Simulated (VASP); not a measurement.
A run of VASP 6.6.1 is set up as follows.

INCAR

```
SYSTEM = Sr
ALGO = Fast
EDIFF = 1E-7
ENCUT = 520
GGA = PS
ISIF = 2
ISMEAR = 0
LASPH = .True.
LCHARG = .False.
LREAL = .False.
LWAVE = .False.
NBANDS = 17
NELM = 100
PREC = Accurate
SIGMA = 0.15
```

KPOINTS

```
k-points
0
Gamma
  12 12 8
  0 0 0
```

POSCAR

```
Sr
1.0
    4.1874059756      0.0000000000      0.0000000000
   -2.0937029878      3.8930309800      0.0000000000
    0.0000000000      0.0000000000      6.3970297469
Sr
2
Direct
    0.3333333333      0.6666666667      0.2500000000
    0.6666666667      0.3333333333      0.7500000000
```

Potentials or basis: VASP PAW PBE potentials, release 64 (Sr_sv).

Launch:

```console
$ cat potpaw_PBE.64/Sr_sv/POTCAR > POTCAR
$ mpirun -np 1 vasp_std > vasp.out
```

Problem. What does it give for the largest force?

Solution. 0.099 eV/Å.

Problem. Predict the band gap on the k mesh.

Solution. Zero (bands 10 and 11 overlap by 0.29 eV).

Stress tensor (GPa, compression positive):
```
 0.15  0.00  0.00
 0.00 -1.16  0.00
 0.00  0.00  1.67
```

Caveat: the cell differs from its parent crystal (strain +e along x and -e along y -0.0367, strain +e along z and -e/2 along x and y -0.0700); the PAW data sets were made with another functional, which shifts forces and pressure a little.
